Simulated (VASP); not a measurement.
Here is a VASP 6.6.1 calculation.

Contents of INCAR:

```
SYSTEM = H2CO2
PREC = Accurate
ENCUT = 520
EDIFF = 1E-6
ISMEAR = -1
SIGMA = 0.05
LREAL = Auto
LASPH = .True.
NELM = 60
ALGO = Normal
ISIF = 2
LWAVE = .False.
LCHARG = .False.
GGA = PE
IVDW = 12
IBRION = 2
NSW = 35
EDIFFG = -0.3
```

KPOINTS

```
Automatic mesh
0
Gamma
  1 1 1
  0 0 0
```

The input POSCAR:

```
H2CO2
1.0
    7.2304270000      0.0000000000      0.0000000000
    0.0000000000      7.2304270000      0.0000000000
    0.0000000000      0.0000000000      7.2304270000
O C H
12 6 12
Direct
    0.4255724000      0.0888277000      0.9512289000
    0.5063052000      0.1838068000      0.6622774000
    0.8504697000      0.2517163000      0.3684535000
    0.9067990000      0.5612787000      0.3629848000
    0.3620652000      0.7026271000      0.6453473000
    0.6409148000      0.7747399000      0.5185626000
    1.0197349000      0.3986934000      0.8552342000
    0.7887050000      0.5732309000      0.7319719000
    0.3739067000      0.6164471000      0.0194687000
    0.4477904000      0.4357465000      0.2662890000
    0.7542518000      0.9429998000      0.9997330000
    1.0132538000      0.9794784000      0.8247500000
    0.5261474000      0.1876554000      0.8287379000
    0.9603105000      0.4027032000      0.3733758000
    0.4733337000      0.7803907000      0.5170570000
    0.8791391000      0.5213871000      0.8633170000
    0.4918618000      0.5395272000      0.1421724000
    0.9137347000      1.0271308000      0.9510150000
    0.3372242000      0.0168783000      0.8777651000
    0.6281005000      0.2715245000      0.9032816000
    0.7237383000      0.2979987000      0.3551822000
    1.1048484000      0.3594051000      0.3881850000
    0.4443485000      0.6435220000      0.7354312000
    0.3885536000      0.8491177000      0.4118231000
    1.0309949000      0.3631501000      0.7248926000
    0.8598017000      0.5664862000      1.0067651000
    0.2505346000      0.5710273000      0.0525657000
    0.6331157000      0.5855556000      0.1119409000
    0.7385694000      0.8396000000      0.9134683000
    0.9388633000      1.1447863000      1.0432698000
```

Potentials or basis: VASP PAW PBE potentials, release 64 (O, C, H).

Command:

```console
$ cat potpaw_PBE.64/O/POTCAR potpaw_PBE.64/C/POTCAR potpaw_PBE.64/H/POTCAR > POTCAR
$ mpirun -np 1 vasp_gam > vasp.out
```

(1) What does it give for the band gap on the k mesh?

(2) Estimate the dispersion energy per atom.

(3) What does it give for the energy gained by relaxing?

Results:

(1) 4.09 eV.

(2) -0.046 eV.

(3) 39.5 meV/atom.

Caveat: the k points lie up to 0.87 Å⁻¹ apart.
